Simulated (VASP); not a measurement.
Here is a VASP 6.6.1 calculation.

POSCAR

```
Hg
1.0
    1.8778599936      1.0841829728      2.1547276236
   -1.8778599936      1.0841829728      2.1547276236
    0.0000000000     -2.1683659456      2.1547276235
Hg
1
Direct
    0.0000000000      0.0000000000      0.0000000000
```

Contents of INCAR.step1:

```
SYSTEM = Hg
PREC = Accurate ; ENCUT = 520
ISMEAR = -1 ; SIGMA = 0.1
LREAL = .False. ; LASPH = .True.
NELM = 80 ; NBANDS = 12
GGA = PE ; ALGO = Normal
EDIFF = 1E-4 ; LWAVE = .True.
LCHARG = .False.
```

Contents of INCAR.step2:

```
SYSTEM = Hg
PREC = Accurate ; ENCUT = 520
EDIFF = 1E-7 ; ISMEAR = -1
SIGMA = 0.1 ; LREAL = .False.
LASPH = .True. ; NELM = 80
ALGO = Normal ; ISIF = 2
LWAVE = .False. ; LCHARG = .True.
METAGGA = R2SCAN ; LMIXTAU = .True.
LELF = .True. ; LVHAR = .True.
NBANDS = 12 ; ISTART = 1
```

The input KPOINTS:

```
Automatic mesh
0
Gamma
  2 2 2
  0 0 0
```

Potentials or basis: VASP PAW PBE potentials, release 64 (Hg).

Command:

```bash
$ cat potpaw_PBE.64/Hg/POTCAR > POTCAR
$ cp INCAR.step1 INCAR
$ mpirun -np 1 vasp_std > vasp.out
$ cp INCAR.step2 INCAR
$ mpirun -np 1 vasp_std > vasp.out
```

Problem. What does it give for the pressure?

Solution. 7.2 GPa.

Problem. Predict the band gap on the k mesh.

Solution. Zero (bands 6 and 7 overlap by 2.79 eV).

Stress tensor (GPa, compression positive):
```
9.01 0.00 0.00
0.00 9.01 0.00
0.00 0.00 3.52
```

Caveat: the k points lie up to 1.08 Å⁻¹ apart, too coarse for converged energies and pressures of a metal; the PAW data sets were made with another functional, which shifts forces and pressure a little; spin-orbit coupling is left out, which moves the levels of the heavy elements.
